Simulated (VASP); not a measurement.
# KBr (P6_3/mmc) in VASP: single point with PBE

Aim: the single point of KBr with PBE.

All numbers are computed with VASP 6.6.1; they aren't measurements. Logs are shortened: lines on timing, memory, paths and dates and some standing lists are left out, and cuts for length are marked.

**1. The cell of the first run**

It takes space group P6_3/mmc (No. 194, hexagonal). The conventional cell has a = 4.559 Å, b = 4.559 Å, c = 8.020 Å, α = 90.00°, β = 90.00°, γ = 120.00°. Within 4.4 Å of K (site symmetry -3m) lie 6 Br at 3.31 Å and 2 K at 4.01 Å. Within 4.4 Å of Br (site symmetry -6m2) lie 6 K at 3.31 Å.

**2. Single point, PBE**

File INCAR:

```
ALGO = Normal
EDIFF = 1E-6
ENCUT = 500
GGA = PE
GGA_COMPAT = F
ISIF = 2
ISMEAR = 0
LASPH = T
LCHARG = T
LELF = T
LREAL = F
LVHAR = T
LWAVE = F
NBANDS = 24
NELM = 120
PREC = Accurate
SIGMA = 0.01
```

File KPOINTS:

```
k-points
0
Gamma
  6 6 2
```

File POSCAR:

```
KBr
1.0
    4.5592982998      0.0000000000      0.0000000000
   -2.2796491499      3.9484681511      0.0000000000
    0.0000000000      0.0000000000      8.0200647660
K Br
2 2
Direct
    0.0000000000      0.0000000000      0.0000000000
    0.0000000000      0.0000000000      0.5000000000
    0.3333333333      0.6666666667      0.2500000000
    0.6666666667      0.3333333333      0.7500000000
```

Potentials or basis: VASP PAW PBE potentials, release 64 (K_sv, Br).

Command:

```console
cat potpaw_PBE.64/K_sv/POTCAR potpaw_PBE.64/Br/POTCAR > POTCAR
mpirun -np 1 vasp_std > vasp.out
```

OUTCAR:

```text
EDIFF = 1E-6
   ENCUT = 500
   GGA = PE
   ISIF = 2
   ISMEAR = 0
   LASPH = T
   LREAL = F
   NELM = 120
   PREC = Accurate

 ion  position               nearest neighbor table
   1  0.000  0.000  0.000-
   2  0.000  0.000  0.500-
   3  0.333  0.667  0.250-
   4  0.667  0.333  0.750-

  LATTYP: Found a hexagonal cell.
 ALAT       =     4.5592982998
 C/A-ratio  =     1.7590568194

  Lattice vectors:

 A1 = (   4.5592982998,   0.0000000000,   0.0000000000)
 A2 = (  -2.2796491499,   3.9484681511,   0.0000000000)
 A3 = (   0.0000000000,   0.0000000000,   8.0200647660)

Analysis of symmetry for initial positions (statically):
=====================================================================
 Subroutine PRICEL returns:
 Original cell was already a primitive cell.

 Routine SETGRP: Setting up the symmetry group for a
 hexagonal supercell.

 Subroutine GETGRP returns: Found 24 space group operations
 (whereof 12 operations were pure point group operations)
 out of a pool of 24 trial point group operations.

The static configuration has the point symmetry D_3d.
 The point group associated with its full space group is D_6h.

Analysis of symmetry for dynamics (positions and initial velocities):
=====================================================================
 Subroutine PRICEL returns:
 Original cell was already a primitive cell.

 Routine SETGRP: Setting up the symmetry group for a
 hexagonal supercell.

 Subroutine GETGRP returns: Found 24 space group operations
 (whereof 12 operations were pure point group operations)
 out of a pool of 24 trial point group operations.

The dynamic configuration has the point symmetry D_3d.
 The point group associated with its full space group is D_6h.

 Subroutine INISYM returns: Found 24 space group operations
 (whereof 12 operations are pure point group operations),
 and found     1 'primitive' translations

----------------------------------------------------------------------------------------

                                     Primitive cell

[... 75 lines left out ...]
   ISTART =      0    job   : 0-new  1-cont  2-samecut
   ICHARG =      2    charge: 1-file 2-atom 10-const
   ISPIN  =      1    spin polarized calculation?
   LNONCOLLINEAR =      F non collinear calculations
   LSORBIT =      F    spin-orbit coupling
   LASPH  =      T    aspherical Exc in radial PAW
   ENCUT  =  500.0 eV  36.75 Ry    6.06 a.u.   8.31  8.31 14.62*2*pi/ulx,y,z
   NELM   =    120;   NELMIN=  2; NELMDL= -5     # of ELM steps
   EDIFF  = 0.1E-05   stopping-criterion for ELM
   LREAL  =      F    real-space projection
   EDIFFG = 0.1E-04   stopping-criterion for IOM
   NSW    =      0    number of steps for IOM
   IBRION =     -1    ionic relax: 0-MD 1-quasi-New 2-CG
   NFREE  =      0    steps in history (QN), initial steepest desc. (CG)
   ISIF   =      2    stress and relaxation
   ISYM   =      2    0-nonsym 1-usesym 2-fastsym
   POTIM  = 0.5000    time-step for ionic-motion
   TEBEG  =    0.0;   TEEND  =   0.0 temperature during run
   PSTRESS=    0.0 pullay stress
   NELECT =      32.0000    total number of electrons
   NUPDOWN=      -1.0000    fix difference up-down
   EMIN   =  10.00;   EMAX   =-10.00  energy-range for DOS
   EFERMI =   0.00;   METHOD = LEGACY
   ISMEAR =     0;   SIGMA  =   0.01  broadening in eV -4-tet -1-fermi 0-gaus
   EFERMI_NEDOS =   21; number of points for ismear=-14 and -15
   IALGO  =     38    algorithm
   IMIX   =      4    mixing-type and parameters
     AMIX     =   0.40;   BMIX     =  1.00
     AMIX_MAG =   1.60;   BMIX_MAG =  1.00
  volume/ion in A,a.u.               =      36.09       243.58
  Fermi-wavevector in a.u.,A,eV,Ry     =   0.990733  1.872214 13.354825  0.981552
  Thomas-Fermi vector in A             =   2.122424
   LORBIT       =      0    0 simple, 1 ext, 2 COOP (PROOUT), +10 PAW based schemes
   GGA     = PE    functional components
   LHFCALC =     F    Hartree Fock is set to
   AEXX    =    0.0000 exact exchange contribution
   IVDW    =     0    specifies the selected vdW correction
   LEPSILON=     F    determine dielectric tensor
   LRPA    =     F    only Hartree local field effects (RPA)
 non-spin polarized calculation
 Gauss-broadening in eV      SIGMA  =   0.01
  energy-cutoff  :      500.00
  volume of cell :      144.38
 maximum number of plane-waves:      3684
 NGX is ok and might be reduce to    36
   NGX = 17   NGY = 17   NGZ = 29

 number of electron      32.0000000 magnetization

 Free energy of the ion-electron system (eV)
  ---------------------------------------------------
  ext. energy  EPLUGINS =         0.00000000
  ---------------------------------------------------
  free energy    TOTEN  =       -12.33306033 eV

  energy without entropy =      -12.33306033  energy(sigma->0) =      -12.33306033

 E-fermi :  -1.6110     XC(G=0):  -7.3495

 val. band max:       -1.6814226275   @ k =   0.0000   0.0000   0.0000
 cond. band min:       2.6703301112   @ k =   0.0000   0.0000   0.0000
 fundamental gap:      4.3517527387
 Fermi energy:        -1.6109544842

 k-point     1 :       0.0000    0.0000    0.0000
  band No.  band energies     occupation
      1     -29.6296      2.00000
      2     -29.6179      2.00000
      3     -14.2719      2.00000
      4     -14.0318      2.00000
      5     -13.1072      2.00000
      6     -13.1072      2.00000
[... 367 lines left out ...]
     23       7.2874      0.00000
     24       7.3311      0.00000

------------------------ aborting loop because EDIFF is reached ----------------------------------------

  FORCE on cell =-STRESS in cart. coord.  units (eV):
  Direction    XX          YY          ZZ          XY          YZ          ZX
  --------------------------------------------------------------------------------------
  -------------------------------------------------------------------------------------
  Total        0.6361169      0.6361169      0.6563013      0.0000000      0.0000000      0.0000000
  in kB        7.0589973      7.0589973      7.2829831      0.0000000      0.0000000      0.0000000
  external PRESSURE =       7.1336593 kB  Pullay stress =       0.0000000 kB

 VOLUME and BASIS-vectors are now :
 -----------------------------------------------------------------------------
  energy-cutoff  :      500.00
  volume of cell :      144.38
      direct lattice vectors                 reciprocal lattice vectors
     4.559298300  0.000000000  0.000000000     0.219331997  0.126631387  0.000000000
    -2.279649150  3.948468151  0.000000000     0.000000000  0.253262775  0.000000000
     0.000000000  0.000000000  8.020064766     0.000000000  0.000000000  0.124687272

 POSITION                                       TOTAL-FORCE (eV/Angst)
 -----------------------------------------------------------------------------------
      0.00000      0.00000      0.00000         0.000000      0.000000      0.000000
      0.00000      0.00000      4.01003         0.000000      0.000000      0.000000
     -0.00000      2.63231      2.00502         0.000000     -0.000000      0.000000
      2.27965      1.31616      6.01505        -0.000000      0.000000     -0.000000
 -----------------------------------------------------------------------------------
    total drift:                               -0.000000      0.000000     -0.000000

  FREE ENERGIE OF THE ION-ELECTRON SYSTEM (eV)
  ---------------------------------------------------
  free  energy   TOTEN  =       -12.3330603330 eV

  energy  without entropy=      -12.3330603330  energy(sigma->0) =      -12.33306033
```

OSZICAR:

```text
N       E                     dE             d eps       ncg     rms          rms(c)
DAV:   1     0.222765973965E+03    0.22277E+03   -0.13521E+04   672   0.113E+03
DAV:   2     0.392296728878E+01   -0.21884E+03   -0.20678E+03   864   0.283E+02
DAV:   3    -0.123370269819E+02   -0.16260E+02   -0.16198E+02  1104   0.668E+01
DAV:   4    -0.126807883113E+02   -0.34376E+00   -0.34304E+00   976   0.956E+00
DAV:   5    -0.126934606470E+02   -0.12672E-01   -0.12672E-01   992   0.136E+00    0.438E+00
DAV:   6    -0.123382129298E+02    0.35525E+00   -0.55964E-01   824   0.286E+00    0.316E+00
DAV:   7    -0.123136844128E+02    0.24529E-01   -0.33657E-01   840   0.241E+00    0.147E+00
DAV:   8    -0.123315612859E+02   -0.17877E-01   -0.54827E-02   912   0.122E+00    0.288E-01
DAV:   9    -0.123316284999E+02   -0.67214E-04   -0.94008E-04   896   0.159E-01    0.181E-01
DAV:  10    -0.123330397101E+02   -0.14112E-02   -0.24994E-03   760   0.229E-01    0.699E-02
DAV:  11    -0.123330497168E+02   -0.10007E-04   -0.94331E-05  1040   0.505E-02    0.245E-02
DAV:  12    -0.123330579121E+02   -0.81953E-05   -0.23624E-05   808   0.233E-02    0.642E-03
DAV:  13    -0.123330600185E+02   -0.21064E-05   -0.53257E-06   784   0.132E-02    0.359E-03
DAV:  14    -0.123330603330E+02   -0.31455E-06   -0.16446E-07   648   0.304E-03
   1 F= -.12333060E+02 E0= -.12333060E+02  d E =-.425646E-25
```

It took 49 s on 1 thread of Intel Xeon 6975P-C, shared host; peak memory 0.27 GiB.

Results:

- Free energy: -12.3331 eV
- Pressure: 0.7 GPa
- Band gap on the k mesh: 4.35 eV, direct
